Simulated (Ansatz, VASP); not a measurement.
Al2Cu in VASP and in Ansatz

```
CELL_PARAMETERS angstrom
-1.90148 1.90148 3.03595
1.90148 -1.90148 3.03595
1.90148 1.90148 -3.03595
ATOMIC_POSITIONS crystal
Al 0.75000 0.25000 0.50000
Al 0.25000 0.75000 0.50000
Cu 0.50000 0.50000 0.00000
```

Alike in both runs: task single point; functional PBE; k mesh 14 × 14 × 14; occupations gaussian, width 0.15 eV; no spin polarisation.

|  | VASP | Ansatz |
| --- | --- | --- |
| version | VASP 6.6.1 | Ansatz 0.2.0 |
| potentials or method | VASP PAW PBE potentials, release 64 (Al, Cu), cutoff 520 eV | scalar-relativistic, plane waves, PAW |
| valence electrons in the cell | 17 | 25 |

Ansatz gave:

```
gap on the k mesh at the Fermi level (eV)                     : none
pressure (GPa)                                                : 12.1
traceless stress, the component that is largest in VASP (GPa) : -7.45
```

Question: What did VASP give for the same quantities?

Answer: gap on the k mesh at the Fermi level (eV): none; pressure (GPa): 12.1; traceless stress, the component that is largest in VASP (GPa): -7.40.

A gap of «none» marks a metal or a gap that the smearing closes. VASP's potentials hold 17 valence electrons a cell and Ansatz's 25, so a difference there can come from the potentials and not from the codes.
